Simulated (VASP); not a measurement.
**GaAs: elastic constants with r2SCAN**

Crystal: GaAs.

```
CELL_PARAMETERS angstrom
2.83343 2.83343 0.00000
-2.83343 2.83343 0.00000
0.00000 2.83343 2.83343
ATOMIC_POSITIONS crystal
Ga 0.00000 0.00000 0.00000
As 0.75000 0.25000 0.50000
```

- Program: VASP 6.6.1
- Task: elastic constants
- Functional: r2SCAN
- Potentials or basis: VASP PAW PBE potentials, release 64 (Ga_d, As)
- Cutoff: 600 eV
- k mesh: 8 × 8 × 8
- Occupations: gaussian, width 0.01 eV
- Spin: no spin polarisation
- Dipole correction: no
- Ions in elastic constants: relaxed
- Further INCAR settings: ALGO = Normal; EDIFF = 1e-08; IBRION = 6; POTIM = 0.015; NSW = 1; ISIF = 3

```
Elastic constants C11, C12, C44                         : 118, 50, 60 GPa
Voigt bulk modulus                                      : 72 GPa
Highest phonon frequency at Γ, LO-TO splitting left out : 265 cm⁻¹
```

Phonon frequencies in cm⁻¹ (negative: imaginary):
| q point | frequencies |
| --- | --- |
| (0.000, 0.000, 0.000) | -1 -1 -1 265 265 265 |

Elastic tensor in Voigt notation (GPa, in the Cartesian axes of the cell as first typed):
```
118  50  50   0   0   0
 50 118  50   0   0   0
 50  50 118   0   0   0
  0   0   0  60   0   0
  0   0   0   0  60   0
  0   0   0   0   0  60
```

Clamped-ion elastic tensor (GPa):
```
118  50  50   0   0   0
 50 118  50   0   0   0
 50  50 118   0   0   0
  0   0   0  78   0   0
  0   0   0   0  78   0
  0   0   0   0   0  78
```

Run time: 57 min on 1 thread of Oxide Virtual Turin-like Processor (shared host), peak memory 0.33 GiB.

Caveat: the PAW data sets were made with another functional, which shifts forces and pressure a little.
